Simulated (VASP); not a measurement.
# HW18Se36 (a cell with a defect) (proton transfer between Se sites) in VASP: single point with PBE

Aim: the single point of HW18Se36 (a cell with a defect) (proton transfer between Se sites) with PBE.

Everything below comes from runs of VASP 6.6.1. Logs are shortened: lines on timing, memory, paths and dates and some standing lists are left out, and cuts for length are marked.

**1. The cell of the first run**

The cell holds a defect, 55 atoms: a = 9.750 Å, b = 9.750 Å, c = 12.826 Å, α = 90.00°, β = 90.00°, γ = 120.00°.

**2. Single point, PBE**

INCAR

```
SYSTEM = HW18Se36
PREC = Accurate
ENCUT = 520
EDIFF = 1E-6
ISMEAR = -1
SIGMA = 0.01
LREAL = Auto
LASPH = .TRUE.
NELM = 100
ALGO = Normal
ISIF = 2
LWAVE = .FALSE.
LCHARG = .FALSE.
GGA = PE
NBANDS = 268
NELECT = 468.0
```

KPOINTS

```
Automatic mesh
0
Gamma
  1 1 1
  0.25 0.25 0.25
```

POSCAR

```
HW18Se36
1.0
    9.7497821400      0.0000000800      0.0000000000
   -4.8748911500      8.4435589800      0.0000000000
    0.0000000000      0.0000000000     12.8261208300
W Se H
18 36 1
Direct
    0.2243974030      0.1123296449      0.7488130766
    0.1143528294      0.2205108054      0.2481302837
    0.2241781040      0.4456652688      0.7486013213
    0.1135316394      0.5559688755      0.2483570085
    0.2243000387      0.7790628333      0.7487987309
    0.1142796945      0.8888543337      0.2480931719
    0.5577338510      0.1124877504      0.7488151817
    0.4466472961      0.2211556725      0.2477935490
    0.5577033778      0.4456664499      0.7485946162
    0.4468951953      0.5561557603      0.2505126096
    0.5576729002      0.7791528396      0.7485819857
    0.4471440000      0.8894981349      0.2483726017
    0.8909457962      0.1124140817      0.7488731883
    0.7810273668      0.2220756605      0.2477833354
    0.8908713777      0.4456150466      0.7487856326
    0.7819233688      0.5564186794      0.2478080506
    0.8909890288      0.7789287603      0.7488091783
    0.7826070013      0.8887734373      0.2481364430
    0.1137996155      0.2230422024      0.8813574385
    0.2250011165      0.1104311564      0.3813325217
    0.1136176653      0.2226227110      0.6163236808
    0.2249236298      0.1112901543      0.1145931041
    0.1137167289      0.5561833585      0.8813415334
    0.2086146647      0.4354853199      0.3843753747
    0.1135171660      0.5564494785      0.6162425962
    0.2252350722      0.4450837604      0.1165328956
    0.1137247919      0.8895507225      0.8813989943
    0.2244725371      0.7785335541      0.3813665149
    0.1137874788      0.8896658398      0.6161853693
    0.2250906342      0.7781083779      0.1152526956
    0.4471893548      0.2231261686      0.8813620384
    0.5585122446      0.1128968196      0.3809258516
    0.4471205759      0.2228803007      0.6161429558
    0.5583351004      0.1113716334      0.1150318962
    0.4469929626      0.5562885242      0.8810707579
    0.5611378297      0.4418181911      0.3806709811
    0.4471070511      0.5563181326      0.6160211731
    0.5575408906      0.4456707135      0.1163695571
    0.4471058851      0.8895630364      0.8813462893
    0.5674750413      0.7942647136      0.3843689815
    0.4470115840      0.8899490111      0.6162504708
    0.5581554387      0.7779457656      0.1165619769
    0.7803705843      0.2229430673      0.8814764144
    0.8913526947      0.1116832287      0.3817899476
    0.7804494630      0.2229783604      0.6161958167
    0.8919232031      0.1112955960      0.1150209030
    0.7802463491      0.5561414267      0.8813749028
    0.8901120967      0.4445014167      0.3809312313
    0.7805618726      0.5563271304      0.6161270508
    0.8917889856      0.4448303065      0.1150148217
    0.7802086376      0.8894601146      0.8813236013
    0.8925549500      0.7779708704      0.3813251929
    0.7808509049      0.8898451418      0.6163066062
    0.8919265796      0.7782870877      0.1146001211
    0.4243759450      0.5788627731      0.3891123486
```

Potentials or basis: VASP PAW PBE potentials, release 64 (W_sv, Se, H).

Command:

```
cat potpaw_PBE.64/W_sv/POTCAR potpaw_PBE.64/Se/POTCAR potpaw_PBE.64/H/POTCAR > POTCAR
mpirun -np 1 vasp_std > vasp.out
```

OUTCAR:

```text
SYSTEM = HW18Se36
   PREC = Accurate
   ENCUT = 520
   EDIFF = 1E-6
   ISMEAR = -1
   LREAL = Auto
   LASPH = .TRUE.
   NELM = 100
   ISIF = 2
   GGA = PE
   NELECT = 468.0

 ion  position               nearest neighbor table
   1  0.224  0.112  0.749-  21 2.52  19 2.53  29 2.54  31 2.54  27 2.54  33 2.54   5 3.25   7 3.25
                             9 3.25  17 3.25   3 3.25  13 3.25
   2  0.114  0.221  0.248-  24 2.52  22 2.53  20 2.53  46 2.54  26 2.54  44 2.55   6 3.23  18 3.23
                             8 3.24  14 3.26  10 3.26   4 3.27
   3  0.224  0.446  0.749-  25 2.53  23 2.53  21 2.53  35 2.54  19 2.54  37 2.54  13 3.25  15 3.25
                             5 3.25   1 3.25  11 3.25   9 3.25
   4  0.114  0.556  0.248-  24 2.52  26 2.53  50 2.54  30 2.54  28 2.54  48 2.54  16 3.24   6 3.24
                            14 3.25  10 3.25  12 3.25   2 3.27
   5  0.224  0.779  0.749-  27 2.53  29 2.53  25 2.53  41 2.54  39 2.54  23 2.54   1 3.25  17 3.25
                            11 3.25   3 3.25   7 3.25  15 3.25
   6  0.114  0.889  0.248-  28 2.53  30 2.53  20 2.53  52 2.53  54 2.54  22 2.54   2 3.23  18 3.23
                             8 3.24  16 3.24   4 3.24  12 3.24
   7  0.558  0.112  0.749-  33 2.53  31 2.53  41 2.53  43 2.54  45 2.54  39 2.54  15 3.25   9 3.25
                            13 3.25   1 3.25  11 3.25   5 3.25
   8  0.447  0.221  0.248-  32 2.52  36 2.53  34 2.53  22 2.53  38 2.54  20 2.54  12 3.24   2 3.24
                             6 3.24  14 3.26  10 3.27  16 3.27
   9  0.558  0.446  0.749-  35 2.53  37 2.53  33 2.53  49 2.54  31 2.54  47 2.54  15 3.25   7 3.25
                            17 3.25   1 3.25  11 3.25   3 3.25
  10  0.447  0.556  0.251-  55 1.82  38 2.54  26 2.54  42 2.54  36 2.55  40 2.64  24 2.64  12 3.25
                             4 3.25   2 3.26  18 3.26   8 3.27  16 3.27
  11  0.558  0.779  0.749-  41 2.53  39 2.53  35 2.54  51 2.54  53 2.54  37 2.54  13 3.25   7 3.25
                             5 3.25  17 3.25   3 3.25   9 3.25
  12  0.447  0.889  0.248-  40 2.52  42 2.53  30 2.54  34 2.54  28 2.54  32 2.54   8 3.24   6 3.24
                            10 3.25  14 3.25   4 3.25  18 3.27
  13  0.891  0.112  0.749-  43 2.53  45 2.53  53 2.53  21 2.53  19 2.54  51 2.54  15 3.25   3 3.25
                             7 3.25  11 3.25   1 3.25  17 3.25
  14  0.781  0.222  0.248-  46 2.53  44 2.54  34 2.54  50 2.54  48 2.54  32 2.54   4 3.25  12 3.25
                            16 3.26   8 3.26  18 3.26   2 3.26
  15  0.891  0.446  0.749-  49 2.53  47 2.53  25 2.53  45 2.53  23 2.54  43 2.54   7 3.25   9 3.25
                            13 3.25  17 3.25   3 3.25   5 3.25
  16  0.782  0.556  0.248-  48 2.52  36 2.53  50 2.53  54 2.54  38 2.54  52 2.54   4 3.24  18 3.24
                             6 3.24  14 3.26  10 3.27   8 3.27
  17  0.891  0.779  0.749-  53 2.52  51 2.53  49 2.54  27 2.54  47 2.54  29 2.54   5 3.25  15 3.25
                             9 3.25   1 3.25  11 3.25  13 3.25
  18  0.783  0.889  0.248-  40 2.52  54 2.53  52 2.53  42 2.54  46 2.54  44 2.55   6 3.23   2 3.23
                            16 3.24  14 3.26  10 3.26  12 3.27
  19  0.114  0.223  0.881-   1 2.53  13 2.54   3 2.54
[... 33 lines left out ...]
  53  0.781  0.890  0.616-  17 2.52  13 2.53  11 2.54
  54  0.892  0.778  0.115-  18 2.53  16 2.54   6 2.54
  55  0.424  0.579  0.389-  10 1.82

  LATTYP: Found a hexagonal cell.
 ALAT       =     9.7497821400
 C/A-ratio  =     1.3155289673

  Lattice vectors:

 A1 = (   9.7497821400,   0.0000000800,   0.0000000000)
 A2 = (  -4.8748911500,   8.4435589800,   0.0000000000)
 A3 = (   0.0000000000,   0.0000000000,  12.8261208300)

Analysis of symmetry for initial positions (statically):
=====================================================================
 Subroutine PRICEL returns:
 Original cell was already a primitive cell.

 Routine SETGRP: Setting up the symmetry group for a
 hexagonal supercell.

 Subroutine GETGRP returns: Found  1 space group operations
 (whereof  1 operations were pure point group operations)
 out of a pool of 24 trial point group operations.

The static configuration has the point symmetry C_1 .

Analysis of symmetry for dynamics (positions and initial velocities):
=====================================================================
 Subroutine PRICEL returns:
 Original cell was already a primitive cell.

 Routine SETGRP: Setting up the symmetry group for a
 hexagonal supercell.

 Subroutine GETGRP returns: Found  1 space group operations
 (whereof  1 operations were pure point group operations)
 out of a pool of 24 trial point group operations.

The dynamic configuration has the point symmetry C_1 .

 Subroutine INISYM returns: Found  1 space group operations
 (whereof  1 operations are pure point group operations),
 and found     1 'primitive' translations
[... 143 lines left out ...]
     0.000000000  0.000000000  0.077965896     0.000000000  0.000000000  1.000000000

  Length of vectors
     0.118433471  0.118433471  0.077965896

  Shift w.r.t. Gamma in fractional coordinates (k-lattice)
     0.250000000  0.250000000  0.250000000

 Subroutine IBZKPT returns following result:
 ===========================================

 Found      6 irreducible k-points:

 Following reciprocal coordinates:
            Coordinates               Weight
  0.250000  0.250000  0.250000      2.000000
 -0.250000  0.500000  0.250000      2.000000
  0.500000  0.250000  0.250000      2.000000
 -0.250000 -0.250000  0.250000      2.000000
  0.250000  0.500000  0.250000      2.000000
  0.500000 -0.250000  0.250000      2.000000
   k-points           NKPTS =      6   k-points in BZ     NKDIM =      6   number of bands    NBANDS=    268
   number of dos      NEDOS =    301   number of ions     NIONS =     55
   total plane-waves  NPLWV = 614400
   dimension x,y,z NGX =    80 NGY =   80 NGZ =   96
   dimension x,y,z NGXF=   160 NGYF=  160 NGZF=  192
   ions per type =              18  36   1
   NGX,Y,Z   is equivalent  to a cutoff of  13.64, 13.64, 12.44 a.u.
   NGXF,Y,Z  is equivalent  to a cutoff of  27.28, 27.28, 24.89 a.u.
 SYSTEM =  HW18Se36
   PREC   = accura    normal or accurate (medium, high low for compatibility)
   ISTART =      0    job   : 0-new  1-cont  2-samecut
   ICHARG =      2    charge: 1-file 2-atom 10-const
   ISPIN  =      1    spin polarized calculation?
   LNONCOLLINEAR =      F non collinear calculations
   LSORBIT =      F    spin-orbit coupling
   LASPH  =      T    aspherical Exc in radial PAW
   ENCUT  =  520.0 eV  38.22 Ry    6.18 a.u.  18.13 18.13 23.85*2*pi/ulx,y,z
   NELM   =    100;   NELMIN=  2; NELMDL= -5     # of ELM steps
   EDIFF  = 0.1E-05   stopping-criterion for ELM
   LREAL  =      T    real-space projection
   EDIFFG = 0.1E-04   stopping-criterion for IOM
   NSW    =      0    number of steps for IOM
   IBRION =     -1    ionic relax: 0-MD 1-quasi-New 2-CG
   NFREE  =      0    steps in history (QN), initial steepest desc. (CG)
   ISIF   =      2    stress and relaxation
   ISYM   =      2    0-nonsym 1-usesym 2-fastsym
   POTIM  = 0.5000    time-step for ionic-motion
   TEBEG  =    0.0;   TEEND  =   0.0 temperature during run
   PSTRESS=    0.0 pullay stress
   NELECT =     468.0000    total number of electrons
   NUPDOWN=      -1.0000    fix difference up-down
   EMIN   =  10.00;   EMAX   =-10.00  energy-range for DOS
   EFERMI =   0.00;   METHOD = LEGACY
   ISMEAR =    -1;   SIGMA  =   0.01  broadening in eV -4-tet -1-fermi 0-gaus
   EFERMI_NEDOS =   21; number of points for ismear=-14 and -15
   IALGO  =     38    algorithm
   IMIX   =      4    mixing-type and parameters
     AMIX     =   0.40;   BMIX     =  1.00
     AMIX_MAG =   1.60;   BMIX_MAG =  1.00
  volume/ion in A,a.u.               =      19.20       129.55
  Fermi-wavevector in a.u.,A,eV,Ry     =   1.248202  2.358760 21.197987  1.558008
  Thomas-Fermi vector in A             =   2.382299
   LORBIT       =      0    0 simple, 1 ext, 2 COOP (PROOUT), +10 PAW based schemes
   GGA     = PE    functional components
   LHFCALC =     F    Hartree Fock is set to
   AEXX    =    0.0000 exact exchange contribution
   IVDW    =     0    specifies the selected vdW correction
   LEPSILON=     F    determine dielectric tensor
   LRPA    =     F    only Hartree local field effects (RPA)
 non-spin polarized calculation
  energy-cutoff  :      520.00
  volume of cell :     1055.88
 maximum number of plane-waves:     28445
 NGX is ok and might be reduce to    80
   NGX = 37   NGY = 37   NGZ = 47

 number of electron     468.0000008 magnetization

 Free energy of the ion-electron system (eV)
  ---------------------------------------------------
  ext. energy  EPLUGINS =         0.00000000
  ---------------------------------------------------
  free energy    TOTEN  =      -396.32460752 eV

  energy without entropy =     -396.32460752  energy(sigma->0) =     -396.32460752

 E-fermi :   6.6324     XC(G=0): -10.9869

 val. band max:        6.1714235414   @ k =   0.5000   0.2500   0.2500
 cond. band min:       7.6893047955   @ k =  -0.2500   0.5000   0.2500
 fundamental gap:      1.5178812541
 Fermi energy:         6.6324394248

 k-point     1 :       0.2500    0.2500    0.2500
  band No.  band energies     occupation
      1     -68.0432      2.00000
      2     -67.8453      2.00000
      3     -67.8419      2.00000
      4     -67.8165      2.00000
      5     -67.8137      2.00000
      6     -67.8058      2.00000
[... 1483 lines left out ...]
    245       8.5347      0.00000
    246       8.5670      0.00000
 [bands above 246 left out]

------------------------ aborting loop because EDIFF is reached ----------------------------------------

  FORCE on cell =-STRESS in cart. coord.  units (eV):
  Direction    XX          YY          ZZ          XY          YZ          ZX
  --------------------------------------------------------------------------------------
  -------------------------------------------------------------------------------------
  Total       28.9464292     27.5493078     15.9270645     -1.2649606      0.1482552      0.1864598
  in kB       43.9227777     41.8028115     24.1674339     -1.9194278      0.2249597      0.2829307
  external PRESSURE =      36.6310077 kB  Pullay stress =       0.0000000 kB

 VOLUME and BASIS-vectors are now :
 -----------------------------------------------------------------------------
  energy-cutoff  :      520.00
  volume of cell :     1055.88
      direct lattice vectors                 reciprocal lattice vectors
     9.749782140  0.000000080  0.000000000     0.102566394  0.059216736  0.000000000
    -4.874891150  8.443558980  0.000000000    -0.000000001  0.118433471  0.000000000
     0.000000000  0.000000000 12.826120830     0.000000000  0.000000000  0.077965896

 POSITION                                       TOTAL-FORCE (eV/Angst)
 -----------------------------------------------------------------------------------
      1.64023      0.94846      9.60437         0.140911     -0.077694      0.000439
      0.03995      1.86190      3.18255        -0.144977      0.083107      0.015699
      0.01312      3.76300      9.60165         0.139609     -0.076383     -0.001350
     -1.60338      4.69436      3.18546        -0.129194      0.051062      0.024931
     -1.61097      6.57806      9.60418         0.141964     -0.082376      0.001052
     -3.21887      7.50509      3.18207        -0.109503      0.060138      0.001175
[... 47 lines left out ...]
      4.90202      6.57151      1.46988         0.055500     -0.051055     -0.047507
      1.31568      4.88766      4.99080         0.072529     -0.047809      0.027285
 -----------------------------------------------------------------------------------
    total drift:                                0.010414      0.000116      0.020274

  FREE ENERGIE OF THE ION-ELECTRON SYSTEM (eV)
  ---------------------------------------------------
  free  energy   TOTEN  =      -396.3246075219 eV

  energy  without entropy=     -396.3246075219  energy(sigma->0) =     -396.32460752
```

Wall time 67 min (1 thread of Intel Xeon Platinum 8375C at 2.90GHz (Ice Lake), shared host); peak memory 1.9 GiB.

Results:

```
Free energy   : -396.3246 eV
Largest force : 0.203 eV/Å
```

Forces on the atoms (eV/Å):
```
W    0.141 -0.078  0.000
W   -0.145  0.083  0.016
W    0.140 -0.076 -0.001
W   -0.129  0.051  0.025
W    0.142 -0.082  0.001
W   -0.110  0.060  0.001
W    0.145 -0.081 -0.002
W   -0.124  0.082 -0.004
W    0.141 -0.077 -0.001
W   -0.176  0.102 -0.006
W    0.138 -0.077  0.000
W   -0.116  0.093  0.022
W    0.138 -0.080 -0.003
W   -0.135  0.078  0.010
W    0.142 -0.080  0.005
W   -0.132  0.071 -0.011
W    0.145 -0.080 -0.002
W   -0.140  0.079  0.016
Se  -0.069  0.042  0.044
Se   0.057 -0.033  0.048
Se  -0.075  0.039 -0.045
Se   0.069 -0.048 -0.051
Se  -0.066  0.038  0.042
Se   0.077  0.055 -0.006
Se  -0.070  0.037 -0.040
Se   0.056 -0.039 -0.033
Se  -0.069  0.037  0.040
Se   0.069 -0.033  0.054
Se  -0.071  0.034 -0.051
Se   0.064 -0.043 -0.060
Se  -0.066  0.039  0.048
Se   0.075 -0.044  0.064
Se  -0.069  0.039 -0.048
Se   0.059 -0.023 -0.057
Se  -0.067  0.048  0.050
Se   0.104 -0.055  0.064
Se  -0.074  0.043 -0.040
Se   0.067 -0.041 -0.033
Se  -0.067  0.042  0.045
Se   0.000 -0.066 -0.007
Se  -0.067  0.034 -0.043
Se   0.060 -0.042 -0.040
Se  -0.066  0.040  0.045
Se   0.069 -0.039 -0.045
Se  -0.071  0.039 -0.041
Se   0.055 -0.036 -0.028
Se  -0.075  0.036  0.042
Se   0.070 -0.038  0.068
Se  -0.069  0.034 -0.043
Se   0.045 -0.040 -0.048
Se  -0.066  0.042  0.049
Se   0.066 -0.021  0.051
Se  -0.078  0.034 -0.040
Se   0.056 -0.051 -0.048
H    0.073 -0.048  0.027
```

Caveat: the k points lie up to 0.74 Å⁻¹ apart; the cell carries a net charge on a neutralising background, which shifts energy and pressure; the cell is charged against a uniform background, so pressure and absolute levels hang on convention; spin-orbit coupling is left out, which moves the levels of the heavy elements.
